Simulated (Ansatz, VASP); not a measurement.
**Two plane-wave programs on TiAl**

The input POSCAR:

```
TiAl
1.0
    2.7771682065      0.0000000000      0.0000000000
    0.0000000000      2.7771682065      0.0000000000
    0.0000000000      0.0000000000      4.1657523098
Ti Al
1 1
Direct
    0.0000000000      0.0000000000      0.0000000000
    0.5000000000      0.5000000000      0.5000000000
```

The input INCAR.step1:

```
PREC     = Accurate       # precision mode
ENCUT    = 520            # plane-wave cutoff, eV
ISMEAR   = 0              # smearing method
SIGMA    = 0.15           # smearing width, eV
LREAL    = False          # projectors in reciprocal space
LASPH    = True           # aspherical terms in the spheres
NELM     = 60             # most SCF steps
NBANDS   = 14             # bands
GGA      = PE             # functional
ALGO     = Normal         # electronic algorithm
EDIFF    = 1E-4           # SCF threshold, eV
LWAVE    = True           # write WAVECAR
LCHARG   = False          # write CHGCAR
```

File INCAR.step2:

```
PREC     = Accurate       # precision mode
ENCUT    = 520            # plane-wave cutoff, eV
EDIFF    = 1E-6           # SCF threshold, eV
ISMEAR   = 0              # smearing method
SIGMA    = 0.15           # smearing width, eV
LREAL    = False          # projectors in reciprocal space
LASPH    = True           # aspherical terms in the spheres
NELM     = 60             # most SCF steps
ALGO     = Normal         # electronic algorithm
ISIF     = 2              # what is computed and relaxed
LWAVE    = False          # write WAVECAR
LCHARG   = True           # write CHGCAR
METAGGA  = R2SCAN         # meta-GGA
LMIXTAU  = True         
LELF     = True           # ELF
LVHAR    = True         
NBANDS   = 14             # bands
ISTART   = 1
```

KPOINTS

```
Automatic mesh
0
Gamma
  16 16 16
```

Input for Ansatz:

```yaml
crystal:
  lattice:
    - [2.7771682065, 0.0, 0.0]
    - [0.0, 2.7771682065, 0.0]
    - [0.0, 0.0, 4.1657523098]
  atoms:
    - { symbol: Ti, position: [0.0, 0.0, 0.0] }
    - { symbol: Al, position: [0.5, 0.5, 0.5] }
basis:
  ecutwfc: 500
kpoints:
  mp_grid: { grid: [16, 16, 16] }
hamiltonian:
  xc: r2scan
scf:
  occupations: { method: gaussian, width: 0.15 }
output:
  forces: true
  stress: true
  eigenvalues: true
```

Alike in both runs: task single point; functional r2SCAN; k mesh 16 × 16 × 16; occupations gaussian, width 0.15 eV; no spin polarisation.

|  | VASP | Ansatz |
| --- | --- | --- |
| version | VASP 6.6.1 | Ansatz 0.2.0 |
| potentials or method | VASP PAW PBE potentials, release 64 (Ti_sv, Al), cutoff 520 eV | scalar-relativistic, plane waves, PAW |
| valence electrons in the cell | 15 | 15 |

|  | VASP | Ansatz | Ansatz less VASP |
| --- | --- | --- | --- |
| gap on the k mesh at the Fermi level (eV) | none | none | - |
| pressure (GPa) | 0.1 | 0.0 | -0.12 |
| traceless stress, the component that is largest in VASP (GPa) | -2.79 | -2.78 | +0.017 |

VASP's potentials were made for PBE, not for r2SCAN. A gap of «none» marks a metal or a gap that the smearing closes.
